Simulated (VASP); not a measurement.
# Co (I4/mmm) in VASP: further runs

The runs below take Co through single point, with PBEsol.

All numbers are computed with VASP 6.6.1; they aren't measurements. Logs are shortened: lines on timing, memory, paths and dates and some standing lists are left out, and cuts for length are marked.

### 1 The cell of the first run

Symmetry: I4/mmm, No. 139, tetragonal system. The conventional cell has a = 2.801 Å, b = 2.801 Å, c = 2.637 Å, α = 90.00°, β = 90.00°, γ = 90.00°. Within 3.1 Å of Co (site symmetry 4/mmm) lie 14 Co at 2.38 to 2.80 Å.

### 2 Single point, PBEsol, collinear spin, ferromagnetic start

INCAR reads:

```
SYSTEM = Co
  PREC = Accurate
  ENCUT = 520
  EDIFF = 1E-6
  ISMEAR = 0
  SIGMA = 0.1
  LREAL = .False.
  LASPH = .True.
  NELM = 150
  ALGO = Fast
  ISIF = 2
  LWAVE = .False.
  LCHARG = .False.
  ISPIN = 2
  MAGMOM = 3
  LORBIT = 11
  LMAXMIX = 4
  GGA = PS
  NBANDS = 14
```

KPOINTS reads:

```
regular mesh
0
Gamma
  10 10 10
  0 0 0
```

POSCAR reads:

```
Co
1.0
   -1.4007390990      1.4007390990      1.3182659772
    1.4007390990     -1.4007390990      1.3182659772
    1.4007390990      1.4007390990     -1.3182659772
Co
1
Direct
    0.0000000000      0.0000000000      0.0000000000
```

Potentials or basis: VASP PAW PBE potentials, release 64 (Co).

Command:

```console
$ cat potpaw_PBE.64/Co/POTCAR > POTCAR
$ mpirun -np 1 vasp_std > vasp.out
```

OUTCAR:

```text
SYSTEM = Co
   PREC = Accurate
   ENCUT = 520
   EDIFF = 1E-6
   ISMEAR = 0
   LREAL = .False.
   LASPH = .True.
   NELM = 150
   ISIF = 2
   ISPIN = 2
   LORBIT = 11
   GGA = PS

 ion  position               nearest neighbor table
   1  0.000  0.000  0.000-

  LATTYP: Found a body centered tetragonal cell.
 ALAT       =     2.8014781980
 C/A-ratio  =     0.9411217108

  Lattice vectors:

 A1 = (  -1.4007390990,   1.4007390990,   1.3182659772)
 A2 = (   1.4007390990,  -1.4007390990,   1.3182659772)
 A3 = (   1.4007390990,   1.4007390990,  -1.3182659772)

Analysis of symmetry for initial positions (statically):
=====================================================================
 Subroutine PRICEL returns:
 Original cell was already a primitive cell.

 Routine SETGRP: Setting up the symmetry group for a
 body centered tetragonal supercell.

 Subroutine GETGRP returns: Found 16 space group operations
 (whereof 16 operations were pure point group operations)
 out of a pool of 16 trial point group operations.

The static configuration has the point symmetry D_4h.

Analysis of symmetry for dynamics (positions and initial velocities):
=====================================================================
 Subroutine PRICEL returns:
 Original cell was already a primitive cell.

 Routine SETGRP: Setting up the symmetry group for a
 body centered tetragonal supercell.

 Subroutine GETGRP returns: Found 16 space group operations
 (whereof 16 operations were pure point group operations)
 out of a pool of 16 trial point group operations.

The dynamic configuration has the point symmetry D_4h.

Analysis of structural, dynamic, and magnetic symmetry:
=====================================================================
 Subroutine PRICEL returns:
 Original cell was already a primitive cell.

 Routine SETGRP: Setting up the symmetry group for a
 body centered tetragonal supercell.

 Subroutine GETGRP returns: Found 16 space group operations
 (whereof 16 operations were pure point group operations)
 out of a pool of 16 trial point group operations.

The overall configuration has the point symmetry D_4h.

 Subroutine INISYM returns: Found 16 space group operations
 (whereof 16 operations are pure point group operations),
 and found     1 'primitive' translations

----------------------------------------------------------------------------------------

                                     Primitive cell

  volume of cell :      10.3461

  direct lattice vectors                    reciprocal lattice vectors
    -1.400739099  1.400739099  1.318265977     0.000000000  0.356954411  0.379286129
     1.400739099 -1.400739099  1.318265977     0.356954411  0.000000000  0.379286129
[... 120 lines left out ...]
 NGX is ok and might be reduce to    18
   NGX =  9   NGY =  9   NGZ =  9

 number of electron       8.9999998 magnetization       1.7341236

 Free energy of the ion-electron system (eV)
  ---------------------------------------------------
  ext. energy  EPLUGINS =         0.00000000
  ---------------------------------------------------
  free energy    TOTEN  =        -7.62679494 eV

  energy without entropy =       -7.61993745  energy(sigma->0) =       -7.62336619

 E-fermi :  11.0874     XC(G=0): -13.8634

 val. band max:       11.0849630422   @ k =  -0.2000   0.4000   0.1000
 cond. band min:      11.1088450636   @ k =  -0.1000  -0.4000   0.1000
 fundamental gap:      0.0238820214
 Fermi energy:        11.0874161734

 spin component 1

 k-point     1 :       0.0000    0.0000    0.0000
  band No.  band energies     occupation
      1       1.4750      1.00000
      2       7.7406      1.00000
      3       8.1095      1.00000
      4       8.1095      1.00000
      5       9.1408      1.00000
      6       9.3169      1.00000
      7      36.3697      0.00000
      8      36.3697      0.00000
      9      37.9648      0.00000
     10      42.1126      0.00000
     11      43.1238      0.00000
     12      43.5202      0.00000
     13      44.3570      0.00000
     14      44.3570      0.00000
[... 379 lines left out ...]
      3       7.4054      1.00000
      4       9.3682      1.00000
      5       9.5873      1.00000
      6      15.3817      0.00000
      7      19.1328      0.00000
      8      21.1608      0.00000
      9      30.8133      0.00000
     10      39.3611      0.00000
     11      41.7558      0.00000
     12      46.5270      0.00000
     13      49.3789      0.00000
     14      52.7137      0.00000

 [... further k-points ...]

 spin component 2

 k-point     1 :       0.0000    0.0000    0.0000
  band No.  band energies     occupation
      1       1.6150      1.00000
      2       9.2375      1.00000
      3       9.7353      1.00000
      4       9.7353      1.00000
      5      11.1341      0.25459
      6      11.6280      0.00000
      7      36.2787      0.00000
      8      36.2787      0.00000
      9      37.8967      0.00000
     10      42.3071      0.00000
     11      43.2622      0.00000
     12      43.9935      0.00000
     13      45.1552      0.00000
     14      45.1554      0.00000
[... 379 lines left out ...]
      3       8.6580      1.00000
      4      11.3875      0.00001
      5      11.5494      0.00000
      6      16.3845      0.00000
      7      19.8947      0.00000
      8      21.8184      0.00000
      9      31.2222      0.00000
     10      39.5385      0.00000
     11      41.8916      0.00000
     12      49.2952      0.00000
     13      50.9329      0.00000
     14      53.2182      0.00000

 [... further k-points ...]
[... 5 lines left out ...]
  --------------------------------------------------------------------------------------
  -------------------------------------------------------------------------------------
  Total        0.4328822      0.4328822      0.1829643      0.0000000      0.0000000      0.0000000
  in kB       67.0351790     67.0351790     28.3334510      0.0000000      0.0000000      0.0000000
  external PRESSURE =      54.1346030 kB  Pullay stress =       0.0000000 kB

 VOLUME and BASIS-vectors are now :
 -----------------------------------------------------------------------------
  energy-cutoff  :      520.00
  volume of cell :       10.35
      direct lattice vectors                 reciprocal lattice vectors
    -1.400739099  1.400739099  1.318265977     0.000000000  0.356954411  0.379286129
     1.400739099 -1.400739099  1.318265977     0.356954411  0.000000000  0.379286129
     1.400739099  1.400739099 -1.318265977     0.356954411  0.356954411  0.000000000

 POSITION                                       TOTAL-FORCE (eV/Angst)
 -----------------------------------------------------------------------------------
      0.00000      0.00000      0.00000        -0.000000      0.000000     -0.000000
 -----------------------------------------------------------------------------------
    total drift:                                0.000000      0.000000      0.000000

  FREE ENERGIE OF THE ION-ELECTRON SYSTEM (eV)
  ---------------------------------------------------
  free  energy   TOTEN  =        -7.6267949373 eV

  energy  without entropy=       -7.6199374514  energy(sigma->0) =       -7.62336619

 total charge

# of ion       s       p       d       tot
------------------------------------------
    1        0.511   0.578   7.275   8.364

 magnetization (x)

# of ion       s       p       d       tot
------------------------------------------
    1       -0.004  -0.039   1.780   1.736
```

It took 28 s on 1 thread of Intel Xeon Platinum 8259CL at 2.50GHz (Skylake/Cascade Lake), shared host; peak memory 0.14 GiB.

Results:

* Free energy: -7.6268 eV
* Pressure: 5.4 GPa
* Net moment: 1.73 μB per cell
* Site moments: Co +1.74 μB
* Valence electrons inside the program's atomic spheres: Co 8.36

Caveat: the PAW data sets were made with another functional, which shifts forces and pressure a little.

### 3 Single point, PBEsol, collinear spin, ferromagnetic start

INCAR reads:

```
SYSTEM = Co
  PREC = Accurate
  ENCUT = 600
  EDIFF = 1E-6
  ISMEAR = 0
  SIGMA = 0.1
  LREAL = .False.
  LASPH = .True.
  NELM = 200
  ALGO = Normal
  ISIF = 2
  LWAVE = .False.
  LCHARG = .False.
  ISPIN = 2
  MAGMOM = 3
  LORBIT = 11
  LMAXMIX = 4
  GGA = PS
  NBANDS = 18
  GGA_COMPAT = .False.
```

KPOINTS is that of step 2.

POSCAR is that of step 2.

Potentials or basis: VASP PAW PBE potentials, release 64 (Co_sv).

Command:

```console
$ cat potpaw_PBE.64/Co_sv/POTCAR > POTCAR
$ mpirun -np 1 vasp_std > vasp.out
```

It took 33 s on 1 thread of Intel Xeon Platinum 8375C at 2.90GHz (Ice Lake), shared host; peak memory 0.15 GiB.

The run converged. Its results:

```
Free energy                                           : -7.7040 eV
Pressure                                              : 2.9 GPa
Net moment                                            : 1.75 μB per cell
Site moments                                          : Co +1.78 μB
Valence electrons inside the program's atomic spheres : Co 15.08
```

Stress tensor (GPa, compression positive):
```
4.03 0.00 0.00
0.00 4.03 0.00
0.00 0.00 0.55
```

Levels at points of the mesh, in eV from the Fermi level:
Spin up:
```
           k point  band 7  band 8  band 9  band 10  band 11  band 12
(0.00, 0.00, 0.00)   -3.00   -3.00   -1.97    -1.79    25.11    25.11
(0.50, 0.00, 0.00)   -1.91   -1.36   -0.43    -0.02     7.12    18.25
(0.50, 0.50, 0.00)   -2.01   -1.88   -0.60    -0.47     6.44    19.65
(0.50, 0.50, 0.50)   -0.73   -0.73   -0.63     8.92     8.92    11.47
```
Spin down:
```csv
k point,band 6,band 7,band 8,band 9,band 10,band 11
"(0.00, 0.00, 0.00)",-1.86,-1.36,-1.36,0.06,0.56,24.99
"(0.50, 0.00, 0.00)",-2.97,0.08,0.29,0.73,1.42,8.23
"(0.50, 0.50, 0.00)",-2.43,-0.49,-0.11,0.48,1.42,7.52
"(0.50, 0.50, 0.50)",-4.16,1.13,1.13,1.14,9.14,9.14
```

Caveat: the PAW data sets were made with another functional, which shifts forces and pressure a little.
